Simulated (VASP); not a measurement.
# As in VASP: relaxation of the atoms with PBE+D3(BJ)

Aim: the relaxation of the atoms of As with PBE+D3(BJ).

Everything below comes from runs of VASP 6.6.1. Logs are shortened: lines on timing, memory, paths and dates and some standing lists are left out, and cuts for length are marked.

## 1. The cell of the first run

The cell holds a slab with vacuum, 4 atoms: a = 3.572 Å, b = 3.572 Å, c = 20.295 Å, α = 90.00°, β = 90.00°, γ = 120.00°.

## 2. Relaxation of the atoms, PBE+D3(BJ) (layers slid over each other)

INCAR

```
SYSTEM = As
PREC     = Accurate       ! precision mode
ENCUT    = 520            ! plane-wave cutoff, eV
EDIFF    = 1E-6           ! SCF threshold, eV
ISMEAR   = 0              ! smearing method
SIGMA    = 0.05           ! smearing width, eV
LREAL    = .FALSE.        ! projectors in reciprocal space
LASPH    = .TRUE.         ! aspherical terms in the spheres
NELM     = 100            ! most SCF steps
ALGO     = Normal         ! electronic algorithm
ISIF     = 2              ! what is computed and relaxed
LWAVE    = .FALSE.        ! write WAVECAR
LCHARG   = .FALSE.        ! write CHGCAR
LDIPOL   = .TRUE.       
IDIPOL   = 3            
DIPOL    = 0.5 0.5 0.374
GGA      = PE             ! functional
IVDW     = 12             ! dispersion correction
IBRION   = 2              ! ionic algorithm
NSW      = 40             ! ionic steps
EDIFFG   = -0.003         ! ionic threshold
```

KPOINTS

```
regular mesh
0
G
  9 9 1
  0 0 0
```

POSCAR

```
As
1.0
    3.5716242980      0.0000000000      0.0000000000
   -1.7858121490      3.0931173748      0.0000000000
    0.0000000000      0.0000000000     20.2951239168
As
4
Selective dynamics
Direct
    0.3333333333      0.6666666667      0.2217281362  F F F
    0.6666666667      0.3333333333      0.2905581628  F F T
    0.8333333333      0.6666666667      0.4568728364  F F T
    1.1666666667      0.3333333333      0.5256960366  F F T
```

Potentials or basis: VASP PAW PBE potentials, release 64 (As).

Started as:

```sh
> cat potpaw_PBE.64/As/POTCAR > POTCAR
> mpirun -np 1 vasp_std > vasp.out
```

OUTCAR:

```text
SYSTEM = As
   PREC = Accurate
   ENCUT = 520
   EDIFF = 1E-6
   ISMEAR = 0
   LREAL = .FALSE.
   LASPH = .TRUE.
   NELM = 100
   ISIF = 2
   GGA = PE
   IVDW = 12
   IBRION = 2
   NSW = 40
   EDIFFG = -0.003
 IVDW          = 12

 ion  position               nearest neighbor table
   1  0.333  0.667  0.222-   2 2.49   2 2.49   2 2.49
   2  0.667  0.333  0.291-   1 2.49   1 2.49   1 2.49
   3  0.833  0.667  0.457-   4 2.49   4 2.49   4 2.49
   4  0.167  0.333  0.526-   3 2.49   3 2.49   3 2.49

  LATTYP: Found a hexagonal cell.
 ALAT       =     3.5716242980
 C/A-ratio  =     5.6823232858

  Lattice vectors:

 A1 = (   3.5716242980,   0.0000000000,   0.0000000000)
 A2 = (  -1.7858121490,   3.0931173748,   0.0000000000)
 A3 = (   0.0000000000,   0.0000000000,  20.2951239168)

Analysis of symmetry for initial positions (statically):
=====================================================================
 Subroutine PRICEL returns:
 Original cell was already a primitive cell.

 Routine SETGRP: Setting up the symmetry group for a
 hexagonal supercell.

 Subroutine GETGRP returns: Found  4 space group operations
 (whereof  2 operations were pure point group operations)
 out of a pool of 24 trial point group operations.

The static configuration has the point symmetry C_1h.
 The point group associated with its full space group is C_2h.

Analysis of symmetry for dynamics (positions and initial velocities):
=====================================================================
 Subroutine PRICEL returns:
 Original cell was already a primitive cell.

 Routine SETGRP: Setting up the symmetry group for a
 hexagonal supercell.

 Subroutine GETGRP returns: Found  4 space group operations
 (whereof  2 operations were pure point group operations)
 out of a pool of 24 trial point group operations.

The dynamic configuration has the point symmetry C_1h.
 The point group associated with its full space group is C_2h.

Analysis of constrained symmetry for selective dynamics:
=====================================================================
 Subroutine PRICEL returns:
 Original cell was already a primitive cell.

 Routine SETGRP: Setting up the symmetry group for a
 hexagonal supercell.

 Subroutine GETGRP returns: Found  2 space group operations
 (whereof  2 operations were pure point group operations)
 out of a pool of 24 trial point group operations.

The constrained configuration has the point symmetry C_1h.

 Subroutine INISYM returns: Found  2 space group operations
 (whereof  2 operations are pure point group operations),
 and found     1 'primitive' translations

----------------------------------------------------------------------------------------

                                     Primitive cell

  volume of cell :     224.2094

  direct lattice vectors                    reciprocal lattice vectors
     3.571624298  0.000000000  0.000000000     0.279984656  0.161649216  0.000000000
    -1.785812149  3.093117375  0.000000000     0.000000000  0.323298433  0.000000000
     0.000000000  0.000000000 20.295123917     0.000000000  0.000000000  0.049272919

  length of vectors
     3.571624298  3.571624298 20.295123917     0.323298433  0.323298433  0.049272919

  position of ions in fractional coordinates (direct lattice)
     0.333333333  0.666666667  0.221728136
     0.666666667  0.333333333  0.290558163
     0.833333333  0.666666667  0.456872836
     0.166666667  0.333333333  0.525696037

  ion indices of the primitive-cell ions
   primitive index   ion index
                 1           1
                 2           2
                 3           3
                 4           4

----------------------------------------------------------------------------------------

[... 50 lines left out ...]
   k-points           NKPTS =     25   k-points in BZ     NKDIM =     25   number of bands    NBANDS=     14
   number of dos      NEDOS =    301   number of ions     NIONS =      4
   total plane-waves  NPLWV = 125440
   dimension x,y,z NGX =    28 NGY =   28 NGZ =  160
   dimension x,y,z NGXF=    56 NGYF=   56 NGZF=  320
   ions per type =               4
   NGX,Y,Z   is equivalent  to a cutoff of  13.03, 13.03, 13.11 a.u.
   NGXF,Y,Z  is equivalent  to a cutoff of  26.07, 26.07, 26.21 a.u.
 SYSTEM =  As
   PREC   = accura    normal or accurate (medium, high low for compatibility)
   ISTART =      0    job   : 0-new  1-cont  2-samecut
   ICHARG =      2    charge: 1-file 2-atom 10-const
   ISPIN  =      1    spin polarized calculation?
   LNONCOLLINEAR =      F non collinear calculations
   LSORBIT =      F    spin-orbit coupling
   LASPH  =      T    aspherical Exc in radial PAW
   ENCUT  =  520.0 eV  38.22 Ry    6.18 a.u.   6.64  6.64 37.74*2*pi/ulx,y,z
   NELM   =    100;   NELMIN=  2; NELMDL= -5     # of ELM steps
   EDIFF  = 0.1E-05   stopping-criterion for ELM
   LREAL  =      F    real-space projection
   EDIFFG = -.3E-02   stopping-criterion for IOM
   NSW    =     40    number of steps for IOM
   IBRION =      2    ionic relax: 0-MD 1-quasi-New 2-CG
   NFREE  =      1    steps in history (QN), initial steepest desc. (CG)
   ISIF   =      2    stress and relaxation
   ISYM   =      2    0-nonsym 1-usesym 2-fastsym
   POTIM  = 0.5000    time-step for ionic-motion
   TEBEG  =    0.0;   TEEND  =   0.0 temperature during run
   PSTRESS=    0.0 pullay stress
   NELECT =      20.0000    total number of electrons
   NUPDOWN=      -1.0000    fix difference up-down
   EMIN   =  10.00;   EMAX   =-10.00  energy-range for DOS
   EFERMI =   0.00;   METHOD = LEGACY
   ISMEAR =     0;   SIGMA  =   0.05  broadening in eV -4-tet -1-fermi 0-gaus
   EFERMI_NEDOS =   21; number of points for ismear=-14 and -15
   IALGO  =     38    algorithm
   IMIX   =      4    mixing-type and parameters
     AMIX     =   0.40;   BMIX     =  1.00
     AMIX_MAG =   1.60;   BMIX_MAG =  1.00
  volume/ion in A,a.u.               =      56.05       378.26
  Fermi-wavevector in a.u.,A,eV,Ry     =   0.731476  1.382290  7.279898  0.535057
  Thomas-Fermi vector in A             =   1.823703
   LORBIT       =      0    0 simple, 1 ext, 2 COOP (PROOUT), +10 PAW based schemes
   GGA     = PE    functional components
   LHFCALC =     F    Hartree Fock is set to
   AEXX    =    0.0000 exact exchange contribution
   IVDW    =    12    specifies the selected vdW correction
   LEPSILON=     F    determine dielectric tensor
   LRPA    =     F    only Hartree local field effects (RPA)
 conjugate gradient relaxation of ions
 non-spin polarized calculation
 Gauss-broadening in eV      SIGMA  =   0.05
  energy-cutoff  :      520.00
  volume of cell :      224.21
 maximum number of plane-waves:      6099
   NGX = 13   NGY = 13   NGZ = 75

--------------------------------------- Ionic step        1  -------------------------------------------

 number of electron      20.0000002 magnetization

 Free energy of the ion-electron system (eV)
  ---------------------------------------------------
  ext. energy  EPLUGINS =         0.00000000
  ---------------------------------------------------
  free energy    TOTEN  =       -18.59230237 eV

  energy without entropy =      -18.59230237  energy(sigma->0) =      -18.59230237

------------------------ aborting loop because EDIFF is reached ----------------------------------------

 Edisp (eV)   -1.07578

 E8    (eV) :    -0.4693
[... 111 lines left out ...]
  FREE ENERGIE OF THE ION-ELECTRON SYSTEM (eV)
  ---------------------------------------------------
  free  energy   TOTEN  =       -19.6684358884 eV

  energy  without entropy=      -19.6684358884  energy(sigma->0) =      -19.66843589

[... ionic steps 4 to 13 ...]

--------------------------------------- Ionic step       14  -------------------------------------------

 number of electron      20.0000003 magnetization

------------------------ aborting loop because EDIFF is reached ----------------------------------------
[... 31 lines left out ...]
  FREE ENERGIE OF THE ION-ELECTRON SYSTEM (eV)
  ---------------------------------------------------
  free  energy   TOTEN  =       -19.6705795880 eV

  energy  without entropy=      -19.6705795880  energy(sigma->0) =      -19.67057959

 dipolmoment           0.000000      0.000000     -0.000043 electrons x Angstroem

--------------------------------------- Ionic step       15  -------------------------------------------

 number of electron      20.0000003 magnetization

------------------------ aborting loop because EDIFF is reached ----------------------------------------
[... 37 lines left out ...]
--------------------------------------- Ionic step       16  -------------------------------------------

 number of electron      20.0000003 magnetization

 dipolmoment           0.000000      0.000000      0.000129 electrons x Angstroem

 Free energy of the ion-electron system (eV)
  ---------------------------------------------------
  ext. energy  EPLUGINS =         0.00000000
  ---------------------------------------------------
  free energy    TOTEN  =       -18.61102324 eV

  energy without entropy =      -18.61102324  energy(sigma->0) =      -18.61102324

 E-fermi :  -1.0903     XC(G=0):  -4.6885

 val. band max:       -1.3503237317   @ k =  -0.2222   0.1111   0.0000
 cond. band min:      -0.2840788421   @ k =   0.3333   0.0000   0.0000
 fundamental gap:      1.0662448896
 Fermi energy:        -1.0903101656

 k-point     1 :       0.0000    0.0000    0.0000
  band No.  band energies     occupation
      1     -15.2164      2.00000
      2     -15.1461      2.00000
      3      -9.1024      2.00000
      4      -8.5949      2.00000
      5      -2.8723      2.00000
      6      -1.5325      2.00000
      7      -1.5237      2.00000
      8      -1.5055      2.00000
      9      -1.4782      2.00000
     10      -1.4606      2.00000
     11       0.4009      0.00000
     12       0.9255      0.00000
     13       1.9861      0.00000
     14       1.9884      0.00000
[... 377 lines left out ...]
      1     -12.4265      2.00000
      2     -12.3651      2.00000
      3     -10.8012      2.00000
      4     -10.6994      2.00000
      5      -5.6626      2.00000
      6      -5.5759      2.00000
      7      -4.4784      2.00000
      8      -4.0891      2.00000
      9      -3.3397      2.00000
     10      -2.7414      2.00000
     11       0.4881      0.00000
     12       0.9352      0.00000
     13       1.9520      0.00000
     14       2.6435      0.00000

 [... further k-points ...]

------------------------ aborting loop because EDIFF is reached ----------------------------------------

 vacuum level on the upper side and lower side of the slab       (xc-potential included)        -0.131        -0.119

 Edisp (eV)   -1.05958

 E8    (eV) :    -0.4619

  FORCE on cell =-STRESS in cart. coord.  units (eV):
  Direction    XX          YY          ZZ          XY          YZ          ZX
  --------------------------------------------------------------------------------------
  -------------------------------------------------------------------------------------
  Total       0.03189     0.31045    -0.01157     0.00000     0.25666     0.00000
  in kB       0.22788     2.21841    -0.08270     0.00000     1.83407     0.00000
  external pressure =        0.79 kB  Pullay stress =        0.00 kB
[... 19 lines left out ...]
  FREE ENERGIE OF THE ION-ELECTRON SYSTEM (eV)
  ---------------------------------------------------
  free  energy   TOTEN  =       -19.6706017142 eV

  energy  without entropy=      -19.6706017142  energy(sigma->0) =      -19.67060171

 reached required accuracy - stopping structural energy minimisation

 vacuum level on the upper side and lower side of the slab         3.653         3.673
```

Wall time 8.7 min (1 thread of Intel Xeon Platinum 8259CL at 2.50GHz (Skylake/Cascade Lake), shared host); peak memory 0.38 GiB.

Results:

```
Free energy                : -19.6706 eV
Energy gained by relaxing  : 0.6 meV/atom
Ionic steps                : 16
Band gap on the k mesh     : 1.07 eV (least direct gap 1.67 eV)
Dispersion energy per atom : -0.265 eV
```

Step by step:
| step | energy change (eV) | largest force on free atoms (eV/Å) | pressure (GPa) |
| --- | --- | --- | --- |
| 1 | 0.0000 | 0.0966 | 0.25 |
| 2 | -0.0004 | 0.0397 | 0.17 |
| 3 | -0.0004 | 0.0319 | 0.18 |
| 4 | -0.0004 | 0.0250 | 0.17 |
| 5 | -0.0005 | 0.0264 | 0.16 |
| 6 | -0.0005 | 0.0270 | 0.16 |
| 7 | -0.0007 | 0.0282 | 0.15 |
| 8 | -0.0009 | 0.0307 | 0.14 |
| 9 | -0.0014 | 0.0354 | 0.12 |
| 10 | -0.0021 | 0.0452 | 0.08 |
| 11 | -0.0021 | 0.0675 | -0.01 |
| 12 | -0.0023 | 0.0572 | 0.03 |
| 13 | -0.0024 | 0.0391 | 0.05 |
| 14 | -0.0025 | 0.0190 | 0.08 |
| 15 | -0.0025 | 0.0088 | 0.08 |
| 16 | -0.0025 | 0.0015 | 0.08 |

Final structure:
```
As
1.0
     3.57162    0.00000    0.00000
    -1.78581    3.09312    0.00000
     0.00000    0.00000   20.29512
As
4
Cartesian
  0.0000 2.0621 4.5000
  1.7858 1.0310 5.9037
  1.7858 2.0621 9.3878
  0.0000 1.0310 10.7916
```

Levels at points of the mesh, in eV from the valence-band top:
| k point | band 6 | band 7 | band 8 | band 9 | band 10 | band 11 | band 12 | band 13 | band 14 |
| --- | --- | --- | --- | --- | --- | --- | --- | --- | --- |
| (0.00, 0.00, 0.00) | -0.18 | -0.17 | -0.16 | -0.13 | -0.11 | 1.75 | 2.28 | 3.34 | 3.34 |

Caveat: the cell differs from its parent crystal (layers slid over each other).
